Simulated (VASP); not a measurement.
A run of VASP 6.6.1:

File POSCAR:

```
C
1.0
    0.0000000000      1.7957179476      1.7957179476
    1.7801417077      0.0155762399      1.7801417077
    1.7801417077      1.7801417077      0.0155762399
C
2
Direct
    0.5000000000      0.5000000000      0.5000000000
    0.7500000000      0.7500000000      0.7500000000
```

Contents of INCAR.step1:

```
SYSTEM = C
  PREC = Accurate
  ENCUT = 520
  ISMEAR = 0
  SIGMA = 0.05
  LREAL = .FALSE.
  LASPH = .TRUE.
  NELM = 60
  NBANDS = 11
  GGA = PE
  ALGO = Normal
  EDIFF = 1E-4
  LWAVE = .TRUE.
  LCHARG = .FALSE.
```

Contents of INCAR.step2:

```
SYSTEM = C
  PREC = Accurate
  ENCUT = 520
  EDIFF = 1E-7
  ISMEAR = 0
  SIGMA = 0.05
  LREAL = .FALSE.
  LASPH = .TRUE.
  NELM = 60
  ALGO = Normal
  ISIF = 2
  LWAVE = .FALSE.
  LCHARG = .FALSE.
  METAGGA = R2SCAN
  LMIXTAU = .TRUE.
  NBANDS = 11
  ISTART = 1
```

Contents of KPOINTS:

```
regular mesh
0
G
  12 12 12
  0 0 0
```

Potentials or basis: VASP PAW PBE potentials, release 64 (C).

Run with:

```sh
$ cat potpaw_PBE.64/C/POTCAR > POTCAR
$ cp INCAR.step1 INCAR
$ mpirun -np 1 vasp_std > vasp.out
$ cp INCAR.step2 INCAR
$ mpirun -np 1 vasp_std > vasp.out
```

Hardware: 1 thread of Intel(R) Xeon(R) 6975P-C (Granite Rapids), with other jobs on the host.

**Question.** How long does it take, and how much memory?

**Answer.** It took 54 s on 1 thread of Intel(R) Xeon(R) 6975P-C (Granite Rapids) (shared host), peak memory 0.14 GiB. Counts: k points 280.
